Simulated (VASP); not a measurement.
# Li3Mg3H2 (R-3m) in VASP: notebook, part 2 of 3

VASP 6.6.1. The steps go on from the part before.

## Step 3: Single point, PBE

This run uses another cell than the first one, of 17.42 Å³/atom.

INCAR reads:

```
SYSTEM = Li3Mg3H2
PREC = Accurate
ENCUT = 750
EDIFF = 1E-6
ISMEAR = 0
SIGMA = 0.1
LREAL = .FALSE.
LASPH = .TRUE.
NELM = 120
ALGO = Normal
ISIF = 2
LWAVE = .FALSE.
LCHARG = .FALSE.
GGA = PE
NBANDS = 18
GGA_COMPAT = .FALSE.
```

KPOINTS reads:

```
Automatic mesh
0
G
  6 6 6
  0 0 0
```

POSCAR reads:

```
Li3Mg3H2
1.0
    3.0306575336      1.7497509411      4.3811173869
   -3.0306575336      1.7497509411      4.3811173869
    0.0000000000     -3.4995018874      4.3811173849
Li Mg H
3 3 2
Direct
    0.5000000000      0.5000000000      0.0000000000
    0.0000000000      0.5000000000      0.5000000000
    0.5000000000      0.0000000000      0.5000000000
    0.0000000000      0.0000000000      0.5000000000
    0.5000000000      0.0000000000      0.0000000000
    0.0000000000      0.5000000000      0.0000000000
    0.5000000000      0.5000000000      0.5000000000
    0.0000000000      0.0000000000      0.0000000000
```

Potentials or basis: VASP PAW PBE potentials, release 64 (Li_sv, Mg, H).

Run with:

```console
$ cat potpaw_PBE.64/Li_sv/POTCAR potpaw_PBE.64/Mg/POTCAR potpaw_PBE.64/H/POTCAR > POTCAR
$ mpirun -np 1 vasp_std > vasp.out
```

OUTCAR:

```text
SYSTEM = Li3Mg3H2
   PREC = Accurate
   ENCUT = 750
   EDIFF = 1E-6
   ISMEAR = 0
   LREAL = .FALSE.
   LASPH = .TRUE.
   NELM = 120
   ISIF = 2
   GGA = PE

 ion  position               nearest neighbor table
   1  0.500  0.500  0.000-   5 2.80   6 2.80   5 2.80   6 2.80
   2  0.000  0.500  0.500-   4 2.80   4 2.80   6 2.80   6 2.80
   3  0.500  0.000  0.500-   4 2.80   4 2.80   5 2.80   5 2.80
   4  0.000  0.000  0.500-   2 2.80   3 2.80   2 2.80   3 2.80   5 3.03   6 3.03   6 3.03   5 3.03

   5  0.500  0.000  0.000-   1 2.80   1 2.80   3 2.80   3 2.80   4 3.03   4 3.03   6 3.03   6 3.03

   6  0.000  0.500  0.000-   1 2.80   1 2.80   2 2.80   2 2.80   4 3.03   4 3.03   5 3.03   5 3.03

   7  0.500  0.500  0.500-
   8  0.000  0.000  0.000-

  LATTYP: Found a trigonal (rhomboedric) cell.
 ALAT       =     5.6072009951
 COS(alpha) =     0.4157328425

  Lattice vectors:

 A1 = (   3.0306575336,   1.7497509411,   4.3811173869)
 A2 = (  -3.0306575336,   1.7497509411,   4.3811173869)
 A3 = (   0.0000000000,  -3.4995018874,   4.3811173849)

[... 194 lines left out ...]
  band No.  band energies     occupation
      1     -45.3095      2.00000
      2     -45.2995      2.00000
      3     -45.2995      2.00000
      4      -4.7231      2.00000
      5      -1.0736      2.00000
      6       0.2346      2.00000
[... 481 lines left out ...]
      5      -2.5534      2.00000
      6      -2.1003      2.00000
[... 10 lines left out ...]
     17       6.5961      0.00000
     18       7.3921      0.00000

 [... further k-points ...]

------------------------ aborting loop because EDIFF is reached ----------------------------------------

  FORCE on cell =-STRESS in cart. coord.  units (eV):
  Direction    XX          YY          ZZ          XY          YZ          ZX
  --------------------------------------------------------------------------------------
  -------------------------------------------------------------------------------------
  Total        0.1162894      0.1162894     -0.1955900     -0.0000000      0.0000000     -0.0000000
  in kB        1.3366002      1.3366002     -2.2480603     -0.0000000      0.0000000     -0.0000000
  external PRESSURE =       0.1417134 kB  Pullay stress =       0.0000000 kB

 VOLUME and BASIS-vectors are now :
 -----------------------------------------------------------------------------
  energy-cutoff  :      750.00
  volume of cell :      139.40
      direct lattice vectors                 reciprocal lattice vectors
     3.030657534  1.749750941  4.381117387     0.164980700  0.095251651  0.076084091
    -3.030657534  1.749750941  4.381117387    -0.164980700  0.095251651  0.076084091
     0.000000000 -3.499501887  4.381117385     0.000000000 -0.190503303  0.076084091

 POSITION                                       TOTAL-FORCE (eV/Angst)
 -----------------------------------------------------------------------------------
      0.00000      1.74975      4.38112         0.000000      0.000000      0.000000
     -1.51533     -0.87488      4.38112        -0.000000      0.000000      0.000000
      1.51533     -0.87488      4.38112        -0.000000     -0.000000      0.000000
      0.00000     -1.74975      2.19056         0.000000     -0.000000      0.000000
      1.51533      0.87488      2.19056        -0.000000     -0.000000     -0.000000
     -1.51533      0.87488      2.19056        -0.000000      0.000000     -0.000000
      0.00000     -0.00000      6.57168         0.000000     -0.000000     -0.000000
      0.00000      0.00000      0.00000         0.000000     -0.000000      0.000000
 -----------------------------------------------------------------------------------
    total drift:                                0.000000     -0.000000      0.000000

  FREE ENERGIE OF THE ION-ELECTRON SYSTEM (eV)
  ---------------------------------------------------
  free  energy   TOTEN  =       -14.0262734083 eV

  energy  without entropy=      -14.0128890818  energy(sigma->0) =      -14.01958125
```

OSZICAR:

```text
N       E                     dE             d eps       ncg     rms          rms(c)
DAV:   1     0.543352267841E+02    0.54335E+02   -0.72885E+03  1152   0.100E+03
DAV:   2    -0.242499425375E+01   -0.56760E+02   -0.53611E+02  1390   0.208E+02
DAV:   3    -0.140077341104E+02   -0.11583E+02   -0.11319E+02  2176   0.425E+01
DAV:   4    -0.144564923022E+02   -0.44876E+00   -0.44694E+00  1544   0.142E+01
DAV:   5    -0.144761983989E+02   -0.19706E-01   -0.19695E-01  1738   0.207E+00    0.275E+00
DAV:   6    -0.141082553077E+02    0.36794E+00   -0.21910E-01  1394   0.210E+00    0.123E+00
DAV:   7    -0.140317506709E+02    0.76505E-01   -0.19824E-01  1390   0.165E+00    0.525E-01
DAV:   8    -0.140268354591E+02    0.49152E-02   -0.21179E-02  1462   0.641E-01    0.123E-01
DAV:   9    -0.140264953808E+02    0.34008E-03   -0.23105E-03  1436   0.260E-01    0.826E-02
DAV:  10    -0.140262767976E+02    0.21858E-03   -0.56142E-04  1318   0.117E-01    0.260E-02
DAV:  11    -0.140262735632E+02    0.32344E-05   -0.89562E-05  1406   0.426E-02    0.725E-03
DAV:  12    -0.140262734083E+02    0.15494E-06   -0.40254E-06  1308   0.102E-02
   1 F= -.14026273E+02 E0= -.14019581E+02  d E =-.133843E-01
```

It took 3.9 min on 1 thread of Intel Xeon 8259CL, shared host; peak memory 0.43 GiB.

What came out:

```yaml
Free_energy: -14.0263 eV
Pressure: 0.0 GPa
Band_gap_on_the_k_mesh: zero (an odd number of electrons rules out a gap without spin polarisation)
```

Stress tensor (GPa, compression positive):
```
 0.13  0.00  0.00
 0.00  0.13  0.00
 0.00  0.00 -0.22
```

Levels at points of the mesh, in eV from the Fermi level:
```tsv
k point	band 6	band 7	band 8	band 9	band 10	band 11	band 12	band 13
(0.00, 0.00, 0.00)	-1.59	-0.59	-0.40	-0.40	0.43	0.43	0.61	1.23
(0.50, 0.00, 0.00)	-2.11	-2.10	-0.85	0.32	0.34	0.88	1.49	1.64
(0.50, 0.50, 0.00)	-3.84	-2.34	-1.94	-0.71	1.60	2.50	3.02	3.30
(0.50, 0.50, 0.50)	-2.50	-1.91	-1.08	-1.08	-0.03	-0.03	2.28	2.57
```

## Step 4: Relaxation of cell and atoms, PBE

INCAR reads:

```
PREC = Accurate
ENCUT = 750
EDIFF = 1E-7
ISMEAR = 0
SIGMA = 0.1
LREAL = F
LASPH = T
NELM = 120
ALGO = Normal
ISIF = 3
LWAVE = F
LCHARG = F
GGA = PE
IBRION = 2
NSW = 90
EDIFFG = -0.04
GGA_COMPAT = F
NELMIN = 4
```

KPOINTS reads:

```
Automatic mesh
0
Gamma
  6 6 6
```

POSCAR: that of step 3 with these lines changed.

```diff
@@ -2,5 +2,5 @@
 1.0
-    3.0306575336      1.7497509411      4.3811173869
-   -3.0306575336      1.7497509411      4.3811173869
-    0.0000000000     -3.4995018874      4.3811173849
+    2.7711183800      1.5999059400      4.2350646400
+   -2.7711183800      1.5999059400      4.2350646400
+    0.0000000000     -3.1998118900      4.2350646400
 Li Mg H
```

Potentials or basis: VASP PAW PBE potentials, release 64 (Li_sv, Mg, H).

Run with:

```console
$ cat potpaw_PBE.64/Li_sv/POTCAR potpaw_PBE.64/Mg/POTCAR potpaw_PBE.64/H/POTCAR > POTCAR
$ mpirun -np 1 vasp_std > vasp.out
```

OUTCAR:

```text
PREC = Accurate
   ENCUT = 750
   EDIFF = 1E-7
   ISMEAR = 0
   LREAL = F
   LASPH = T
   NELM = 120
   ISIF = 3
   GGA = PE
   IBRION = 2
   NSW = 90
   EDIFFG = -0.04
   NELMIN = 4

 ion  position               nearest neighbor table
   1  0.500  0.500  0.000-   5 2.65   6 2.65   5 2.65   6 2.65
   2  0.000  0.500  0.500-   4 2.65   4 2.65   6 2.65   6 2.65
   3  0.500  0.000  0.500-   4 2.65   4 2.65   5 2.65   5 2.65
   4  0.000  0.000  0.500-   2 2.65   3 2.65   2 2.65   3 2.65   5 2.77   6 2.77   6 2.77   5 2.77

   5  0.500  0.000  0.000-   1 2.65   1 2.65   3 2.65   3 2.65   6 2.77   6 2.77   4 2.77   4 2.77

   6  0.000  0.500  0.000-   1 2.65   1 2.65   2 2.65   2 2.65   5 2.77   5 2.77   4 2.77   4 2.77

   7  0.500  0.500  0.500-
   8  0.000  0.000  0.000-

  LATTYP: Found a trigonal (rhomboedric) cell.
 ALAT       =     5.3079721738
 COS(alpha) =     0.4548915949

  Lattice vectors:

 A1 = (   2.7711183800,   1.5999059400,   4.2350646400)
 A2 = (  -2.7711183800,   1.5999059400,   4.2350646400)
 A3 = (   0.0000000000,  -3.1998118900,   4.2350646400)

Analysis of symmetry for initial positions (statically):
=====================================================================
 Subroutine PRICEL returns:
 Original cell was already a primitive cell.
[... 434 lines left out ...]

 number of electron      16.9999995 magnetization

 Free energy of the ion-electron system (eV)
  ---------------------------------------------------
  ext. energy  EPLUGINS =         0.00000000
  ---------------------------------------------------
  free energy    TOTEN  =       -14.01198393 eV

  energy without entropy =      -13.99857463  energy(sigma->0) =      -14.00527928

 E-fermi :   1.8214     XC(G=0):  -7.8876

 val. band max:        1.7987196065   @ k =   0.5000   0.5000   0.1667
 cond. band min:       1.8798120887   @ k =   0.3333   0.3333   0.1667
 fundamental gap:      0.0810924822
 Fermi energy:         1.8213957349

 k-point     1 :       0.0000    0.0000    0.0000
  band No.  band energies     occupation
      1     -45.3184      2.00000
      2     -45.3084      2.00000
      3     -45.3084      2.00000
      4      -4.7214      2.00000
      5      -1.0747      2.00000
      6       0.2325      2.00000
      7       1.2257      2.00000
      8       1.4172      2.00000
      9       1.4172      2.00000
     10       2.2553      0.00000
     11       2.2553      0.00000
     12       2.4259      0.00000
     13       3.0512      0.00000
[... 354 lines left out ...]
  band No.  band energies     occupation
      1     -45.3150      2.00000
      2     -45.3117      2.00000
      3     -45.3084      2.00000
      4      -3.1135      2.00000
      5      -2.5541      2.00000
      6      -2.1003      2.00000
      7      -0.9937      2.00000
      8       0.7617      2.00000
      9       1.9182      0.17084
     10       2.4604      0.00000
     11       3.5166      0.00000
     12       4.4283      0.00000
     13       4.6583      0.00000

 [... further k-points ...]

------------------------ aborting loop because EDIFF is reached ----------------------------------------

  FORCE on cell =-STRESS in cart. coord.  units (eV):
  Direction    XX          YY          ZZ          XY          YZ          ZX
  --------------------------------------------------------------------------------------
  -------------------------------------------------------------------------------------
  Total        0.0824083      0.0824083     -0.2248242      0.0000000      0.0000000      0.0000000
  in kB        0.9464917      0.9464917     -2.5821955      0.0000000      0.0000000      0.0000000
  external PRESSURE =      -0.2297373 kB  Pullay stress =       0.0000000 kB
[... 23 lines left out ...]
  FREE ENERGIE OF THE ION-ELECTRON SYSTEM (eV)
  ---------------------------------------------------
  free  energy   TOTEN  =       -14.0119839327 eV

  energy  without entropy=      -13.9985746276  energy(sigma->0) =      -14.00527928

 reached required accuracy - stopping structural energy minimisation
```

CONTCAR:

```text
Li3Mg3H2
   1.00000000000000
     3.0313425814333699    1.7501464525167434    4.3823176555579195
    -3.0313425814333699    1.7501464525167434    4.3823176555579195
    -0.0000000000000000   -3.5002929163101726    4.3823176556772152
  Li              Mg              H
     3     3     2
Direct
     0.5000000000000000    0.5000000000000000    0.0000000000000000
     0.0000000000000000    0.5000000000000000    0.5000000000000000
     0.5000000000000000    0.0000000000000000    0.5000000000000000
     0.0000000000000000    1.0000000000000000    0.5000000000000000
     0.5000000000000000    1.0000000000000000    0.0000000000000000
     0.0000000000000000    0.5000000000000000    0.0000000000000000
     0.5000000000000000    0.5000000000000000    0.5000000000000000
     0.0000000000000000    0.0000000000000000    0.0000000000000000

  0.00000000E+00  0.00000000E+00  0.00000000E+00
  0.00000000E+00  0.00000000E+00  0.00000000E+00
  0.00000000E+00  0.00000000E+00  0.00000000E+00
  0.00000000E+00  0.00000000E+00  0.00000000E+00
  0.00000000E+00  0.00000000E+00  0.00000000E+00
  0.00000000E+00  0.00000000E+00  0.00000000E+00
  0.00000000E+00  0.00000000E+00  0.00000000E+00
  0.00000000E+00  0.00000000E+00  0.00000000E+00
```

It took 12 min on 1 thread of Intel Xeon 8259CL, shared host; peak memory 0.4 GiB.

Results:

```
Free energy                           : -14.0120 eV
Relaxed volume                        : 17.44 Å³/atom
Relaxed cell                          : a = 5.609 Å, b = 5.609 Å, c = 5.609 Å, α = 65.43°, β = 65.43°, γ = 65.43°
Space group after relaxing (to 0.1 Å) : R-3m (No. 166)
Energy gained by relaxing             : 69.6 meV/atom
Ionic steps                           : 7
Pressure after relaxing               : 0.0 GPa
Band gap on the k mesh                : zero (an odd number of electrons rules out a gap without spin polarisation)
```

Stress tensor (GPa, compression positive):
```
 0.09  0.00  0.00
 0.00  0.09  0.00
 0.00  0.00 -0.26
```

The path:
```csv
step,energy change (eV),largest force (eV/Å),pressure (GPa),volume (Å³)
1,0.0000,0.0000,7.42,112.66
2,-0.3781,0.0000,3.49,123.63
3,-0.5389,0.0000,0.53,136.38
4,-0.5457,0.0000,-0.01,139.52
5,-0.5458,0.0000,-0.10,140.10
6,-0.5496,0.0000,-0.09,139.95
7,-0.5569,0.0000,-0.02,139.50
```

Final structure:
```xyz
8
Lattice="3.0313 1.7501 4.3823 -3.0313 1.7501 4.3823 0.0000 -3.5003 4.3823" Properties=species:S:1:pos:R:3 pbc="T T T"
Li    0.0000    1.7501    4.3823
Li   -1.5157   -0.8751    4.3823
Li    1.5157   -0.8751    4.3823
Mg   -3.0313    0.0000    6.5735
Mg   -1.5157    2.6252    6.5735
Mg   -1.5157    0.8751    2.1912
H     0.0000    0.0000    6.5735
H     0.0000    0.0000    0.0000
```

Caveat: the volume moved by over 15 % at a fixed basis, so the end points are rough.

[end of part 2 of 3]
